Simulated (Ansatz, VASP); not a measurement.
One calculation of HfS4, two programs

```
CELL_PARAMETERS angstrom
4.62436 0.00000 0.00000
-2.31218 4.00482 0.00000
0.00000 0.00000 6.89055
ATOMIC_POSITIONS crystal
Hf 0.00000 0.00000 0.50000
S 0.00000 0.00000 0.85939
S 0.00000 0.00000 0.14061
S 0.33333 0.66667 0.50000
S 0.66667 0.33333 0.50000
```

Alike in both runs: functional PBE; k mesh 6 × 6 × 4; occupations gaussian, width 0.1 eV; no spin polarisation.

Ansatz relaxed the structure, and its values are those at the end. VASP's run is a single point on that final structure, the one shown.

```csv
,VASP,Ansatz
version,VASP 6.6.1,Ansatz 0.2.0
potentials or method,"VASP PAW PBE potentials, release 64 (Hf_pv, S), cutoff 520 eV","scalar-relativistic, plane waves, PAW"
valence electrons in the cell,34,50
```

```csv
,VASP,Ansatz,Ansatz less VASP
gap on the k mesh at the Fermi level (eV),none,none,-
pressure (GPa),-0.5,0.0,+0.48
rms of the force components (eV/Å),0.059,0.000,-0.0591
```

A gap of «none» marks a metal or a gap that the smearing closes. VASP's potentials hold 34 valence electrons a cell and Ansatz's 50, so a difference there can come from the potentials and not from the codes.

Spin-orbit coupling is off throughout.
